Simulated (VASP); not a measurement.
Input of a VASP 6.6.1 run:

INCAR

```
PREC = Accurate
ENCUT = 520
EDIFF = 1E-7
ISMEAR = -1
SIGMA = 0.03
LREAL = False
LASPH = True
NELM = 80
ALGO = Normal
ISIF = 2
LWAVE = False
LCHARG = False
GGA = PS
NBANDS = 11
```

The input KPOINTS:

```
regular mesh
0
Gamma
  13 13 13
```

The input POSCAR:

```
BN
1.0
    0.0000000000      1.7706018915      1.7706018915
    1.7706018915      0.0000000000      1.7706018915
    1.7706018915      1.7706018915      0.0000000000
B N
1 1
Direct
    0.0000000000      0.0000000000      0.0000000000
    0.7500000000      0.7500000000      0.7500000000
```

Potentials or basis: VASP PAW PBE potentials, release 64 (B, N).

Launch:

```bash
$ cat potpaw_PBE.64/B/POTCAR potpaw_PBE.64/N/POTCAR > POTCAR
$ mpirun -np 1 vasp_std > vasp.out
```

(1) Estimate the band gap on the k mesh.

(2) Estimate the pressure.

Answers

(1) 4.42 eV, indirect (least direct gap 9.05 eV).

(2) 23.9 GPa.

Caveat: the PAW data sets were made with another functional, which shifts forces and pressure a little.
